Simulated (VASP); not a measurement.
# CdAgC4N4 (P-43m) in VASP: single point with PBE

Aim: the single point of CdAgC4N4 with PBE.

Everything below comes from runs of VASP 6.6.1. Logs are shortened: lines on timing, memory, paths and dates and some standing lists are left out, and cuts for length are marked.

### 1 The cell of the first run

It takes space group P-43m (No. 215, cubic). Conventional cell: a = 6.108 Å, b = 6.108 Å, c = 6.108 Å, α = 90.00°, β = 90.00°, γ = 90.00°. Cd (site symmetry -43m) has 4 N at 2.10 Å within 2.8 Å. Ag (site symmetry -43m) has 4 C at 2.02 Å within 2.7 Å. C (site symmetry 3m) has 1 N at 1.17 Å within 1.6 Å. Within 1.6 Å of N (site symmetry 3m) lie 1 C at 1.17 Å.

### 2 Single point, PBE

File INCAR:

```
SYSTEM = CdAgC4N4
  PREC = Accurate
  ENCUT = 700
  EDIFF = 1E-6
  ISMEAR = 0
  SIGMA = 0.1
  LREAL = .FALSE.
  LASPH = .TRUE.
  NELM = 120
  ALGO = Normal
  ISIF = 2
  LWAVE = .FALSE.
  LCHARG = .FALSE.
  GGA = PE
  NBANDS = 48
  GGA_COMPAT = .FALSE.
```

File KPOINTS:

```
regular mesh
0
G
  4 4 4
  0 0 0
```

File POSCAR:

```
CdAgC4N4
1.0
    6.1077885000      0.0000000000      0.0000000000
    0.0000000000      6.1077885000      0.0000000000
    0.0000000000      0.0000000000      6.1077885000
Cd Ag C N
1 1 4 4
Direct
    0.5000000000      0.5000000000      0.5000000000
    0.0000000000      0.0000000000      0.0000000000
    0.1911333800      0.1911333800      0.1911333800
    0.1911333800      0.8088666200      0.8088666200
    0.8088666200      0.1911333800      0.8088666200
    0.8088666200      0.8088666200      0.1911333800
    0.3017298400      0.3017298400      0.3017298400
    0.3017298400      0.6982701600      0.6982701600
    0.6982701600      0.3017298400      0.6982701600
    0.6982701600      0.6982701600      0.3017298400
```

Potentials or basis: VASP PAW PBE potentials, release 64 (Cd_sv_GW, Ag_sv_GW, C, N).

Command:

```bash
> cat potpaw_PBE.64/Cd_sv_GW/POTCAR potpaw_PBE.64/Ag_sv_GW/POTCAR potpaw_PBE.64/C/POTCAR potpaw_PBE.64/N/POTCAR > POTCAR
> mpirun -np 1 vasp_std > vasp.out
```

OUTCAR:

```text
SYSTEM = CdAgC4N4
   PREC = Accurate
   ENCUT = 700
   EDIFF = 1E-6
   ISMEAR = 0
   LREAL = .FALSE.
   LASPH = .TRUE.
   NELM = 120
   ISIF = 2
   GGA = PE

 ion  position               nearest neighbor table
   1  0.500  0.500  0.500-   7 2.10   8 2.10   9 2.10  10 2.10
   2  0.000  0.000  0.000-   3 2.02   4 2.02   5 2.02   6 2.02
   3  0.191  0.191  0.191-   7 1.17   2 2.02
   4  0.191  0.809  0.809-   8 1.17   2 2.02
   5  0.809  0.191  0.809-   9 1.17   2 2.02
   6  0.809  0.809  0.191-  10 1.17   2 2.02
   7  0.302  0.302  0.302-   3 1.17   1 2.10
   8  0.302  0.698  0.698-   4 1.17   1 2.10
   9  0.698  0.302  0.698-   5 1.17   1 2.10
  10  0.698  0.698  0.302-   6 1.17   1 2.10

  LATTYP: Found a simple cubic cell.
 ALAT       =     6.1077885000

  Lattice vectors:

 A1 = (   6.1077885000,   0.0000000000,   0.0000000000)
 A2 = (   0.0000000000,   6.1077885000,   0.0000000000)
 A3 = (   0.0000000000,   0.0000000000,   6.1077885000)

Analysis of symmetry for initial positions (statically):
=====================================================================
 Subroutine PRICEL returns:
 Original cell was already a primitive cell.

 Routine SETGRP: Setting up the symmetry group for a
 simple cubic supercell.

 Subroutine GETGRP returns: Found 24 space group operations
 (whereof 24 operations were pure point group operations)
 out of a pool of 48 trial point group operations.

The static configuration has the point symmetry T_d .

Analysis of symmetry for dynamics (positions and initial velocities):
=====================================================================
 Subroutine PRICEL returns:
 Original cell was already a primitive cell.

 Routine SETGRP: Setting up the symmetry group for a
 simple cubic supercell.

 Subroutine GETGRP returns: Found 24 space group operations
 (whereof 24 operations were pure point group operations)
 out of a pool of 48 trial point group operations.

The dynamic configuration has the point symmetry T_d .

 Subroutine INISYM returns: Found 24 space group operations
 (whereof 24 operations are pure point group operations),
 and found     1 'primitive' translations

----------------------------------------------------------------------------------------

                                     Primitive cell

[... 97 lines left out ...]
   ISIF   =      2    stress and relaxation
   ISYM   =      2    0-nonsym 1-usesym 2-fastsym
   POTIM  = 0.5000    time-step for ionic-motion
   TEBEG  =    0.0;   TEEND  =   0.0 temperature during run
   PSTRESS=    0.0 pullay stress
   NELECT =      75.0000    total number of electrons
   NUPDOWN=      -1.0000    fix difference up-down
   EMIN   =  10.00;   EMAX   =-10.00  energy-range for DOS
   EFERMI =   0.00;   METHOD = LEGACY
   ISMEAR =     0;   SIGMA  =   0.10  broadening in eV -4-tet -1-fermi 0-gaus
   EFERMI_NEDOS =   21; number of points for ismear=-14 and -15
   IALGO  =     38    algorithm
   IMIX   =      4    mixing-type and parameters
     AMIX     =   0.40;   BMIX     =  1.00
     AMIX_MAG =   1.60;   BMIX_MAG =  1.00
  volume/ion in A,a.u.               =      22.79       153.76
  Fermi-wavevector in a.u.,A,eV,Ry     =   1.130346  2.136044 17.383909  1.277681
  Thomas-Fermi vector in A             =   2.267042
   LORBIT       =      0    0 simple, 1 ext, 2 COOP (PROOUT), +10 PAW based schemes
   GGA     = PE    functional components
   LHFCALC =     F    Hartree Fock is set to
   AEXX    =    0.0000 exact exchange contribution
   IVDW    =     0    specifies the selected vdW correction
   LEPSILON=     F    determine dielectric tensor
   LRPA    =     F    only Hartree local field effects (RPA)
 non-spin polarized calculation
 Gauss-broadening in eV      SIGMA  =   0.10
  energy-cutoff  :      700.00
  volume of cell :      227.85
 maximum number of plane-waves:      9627
 NGX is ok and might be reduce to    54
   NGX = 27   NGY = 27   NGZ = 27

 number of electron      74.9999999 magnetization

 Free energy of the ion-electron system (eV)
  ---------------------------------------------------
  ext. energy  EPLUGINS =         0.00000000
  ---------------------------------------------------
  free energy    TOTEN  =       -64.92587618 eV

  energy without entropy =      -64.85660252  energy(sigma->0) =      -64.89123935

 E-fermi :  -2.3182     XC(G=0):  -7.0148

 val. band max:       -2.3466872378   @ k =   0.5000   0.2500   0.2500
 cond. band min:      -2.3102147399   @ k =   0.5000   0.2500   0.0000
 fundamental gap:      0.0364724980
 Fermi energy:        -2.3182334077

 k-point     1 :       0.0000    0.0000    0.0000
  band No.  band energies     occupation
      1    -102.5712      2.00000
      2     -93.6936      2.00000
      3     -63.6488      2.00000
      4     -63.6488      2.00000
      5     -63.6488      2.00000
      6     -57.1214      2.00000
[... 499 lines left out ...]
     47       4.4394      0.00000
     48       5.8557      0.00000

------------------------ aborting loop because EDIFF is reached ----------------------------------------

  FORCE on cell =-STRESS in cart. coord.  units (eV):
  Direction    XX          YY          ZZ          XY          YZ          ZX
  --------------------------------------------------------------------------------------
  -------------------------------------------------------------------------------------
  Total        6.1895212      6.1895212      6.1895212     -0.0000000     -0.0000000     -0.0000000
  in kB       43.5226835     43.5226835     43.5226835     -0.0000000     -0.0000000     -0.0000000
  external PRESSURE =      43.5226835 kB  Pullay stress =       0.0000000 kB

 VOLUME and BASIS-vectors are now :
 -----------------------------------------------------------------------------
  energy-cutoff  :      700.00
  volume of cell :      227.85
      direct lattice vectors                 reciprocal lattice vectors
     6.107788500  0.000000000  0.000000000     0.163725381  0.000000000  0.000000000
     0.000000000  6.107788500  0.000000000     0.000000000  0.163725381  0.000000000
     0.000000000  0.000000000  6.107788500     0.000000000  0.000000000  0.163725381

 POSITION                                       TOTAL-FORCE (eV/Angst)
 -----------------------------------------------------------------------------------
      3.05389      3.05389      3.05389        -0.000000      0.000000     -0.000000
      0.00000      0.00000      0.00000        -0.000000      0.000000     -0.000000
      1.16740      1.16740      1.16740         0.624156      0.624156      0.624156
      1.16740      4.94039      4.94039         0.624156     -0.624156     -0.624156
      4.94039      1.16740      4.94039        -0.624156      0.624156     -0.624156
      4.94039      4.94039      1.16740        -0.624156     -0.624156      0.624156
      1.84290      1.84290      1.84290        -0.405418     -0.405418     -0.405418
      1.84290      4.26489      4.26489        -0.405418      0.405418      0.405418
      4.26489      1.84290      4.26489         0.405418     -0.405418      0.405418
      4.26489      4.26489      1.84290         0.405418      0.405418     -0.405418
 -----------------------------------------------------------------------------------
    total drift:                                0.000000      0.000000     -0.000000

  FREE ENERGIE OF THE ION-ELECTRON SYSTEM (eV)
  ---------------------------------------------------
  free  energy   TOTEN  =       -64.9258761797 eV

  energy  without entropy=      -64.8566025171  energy(sigma->0) =      -64.89123935
```

OSZICAR:

```text
N       E                     dE             d eps       ncg     rms          rms(c)
DAV:   1     0.124033244456E+04    0.12403E+04   -0.43247E+04  1080   0.190E+03
DAV:   2     0.121431806427E+03   -0.11189E+04   -0.10281E+04  1008   0.683E+02
DAV:   3    -0.735738734620E+02   -0.19501E+03   -0.19151E+03  1624   0.276E+02
DAV:   4    -0.845208193059E+02   -0.10947E+02   -0.10589E+02  1392   0.757E+01
DAV:   5    -0.852006006621E+02   -0.67978E+00   -0.66095E+00  1640   0.213E+01    0.396E+01
DAV:   6    -0.784090926976E+02    0.67915E+01   -0.13597E+02  1464   0.164E+02    0.314E+01
DAV:   7    -0.667189777129E+02    0.11690E+02   -0.50338E+01  1488   0.881E+01    0.193E+01
DAV:   8    -0.649094726162E+02    0.18095E+01   -0.11804E+01  1576   0.577E+01    0.109E+01
DAV:   9    -0.651666311740E+02   -0.25716E+00   -0.20985E+00  1536   0.114E+01    0.480E+00
DAV:  10    -0.649165408751E+02    0.25009E+00   -0.10305E+00  1368   0.211E+01    0.146E+00
DAV:  11    -0.649293734459E+02   -0.12833E-01   -0.21456E-01  1480   0.374E+00    0.584E-01
DAV:  12    -0.649258773175E+02    0.34961E-02   -0.10208E-02  1472   0.165E+00    0.205E-01
DAV:  13    -0.649260560683E+02   -0.17875E-03   -0.56808E-03  1440   0.964E-01    0.164E-01
DAV:  14    -0.649259292539E+02    0.12681E-03   -0.41152E-04  1488   0.292E-01    0.994E-02
DAV:  15    -0.649258794146E+02    0.49839E-04   -0.19591E-04  1520   0.169E-01    0.191E-02
DAV:  16    -0.649258766154E+02    0.27992E-05   -0.51600E-05  1664   0.109E-01    0.124E-02
DAV:  17    -0.649258761797E+02    0.43570E-06   -0.59210E-06  1216   0.434E-02
   1 F= -.64925876E+02 E0= -.64891239E+02  d E =-.692737E-01
```

stdout:

```text
POSCAR found type information on POSCAR CdAgC N
 POSCAR found :  4 types and      10 ions
 scaLAPACK will be used
 LDA part: xc-table for (Slater+PW92), standard interpolation
 POSCAR, INCAR and KPOINTS ok, starting setup
 FFT: planning ... GRIDC
 FFT: planning ... GRID_SOFT
 FFT: planning ... GRID
 WAVECAR not read
 entering main loop
```

Run time: 5.3 min. Hardware: 1 thread of Intel Xeon Platinum 8259CL at 2.50GHz (Skylake/Cascade Lake), shared host; peak memory 0.56 GiB.

What came out:

* Free energy: -64.9259 eV
* Pressure: 4.4 GPa
* Largest force: 1.081 eV/Å
* Band gap on the k mesh: zero (an odd number of electrons rules out a gap without spin polarisation)

Forces on the atoms (eV/Å):
```
Cd   0.000  0.000  0.000
Ag   0.000  0.000  0.000
C    0.624  0.624  0.624
C    0.624 -0.624 -0.624
C   -0.624  0.624 -0.624
C   -0.624 -0.624  0.624
N   -0.405 -0.405 -0.405
N   -0.405  0.405  0.405
N    0.405 -0.405  0.405
N    0.405  0.405 -0.405
```

Caveat: the cell stands under pressure; an odd number of electrons without spin polarisation forces a metal; a magnetic or distorted state may lie lower.

The gap in the log of VASP goes by the Fermi energy; the results here count the filled bands.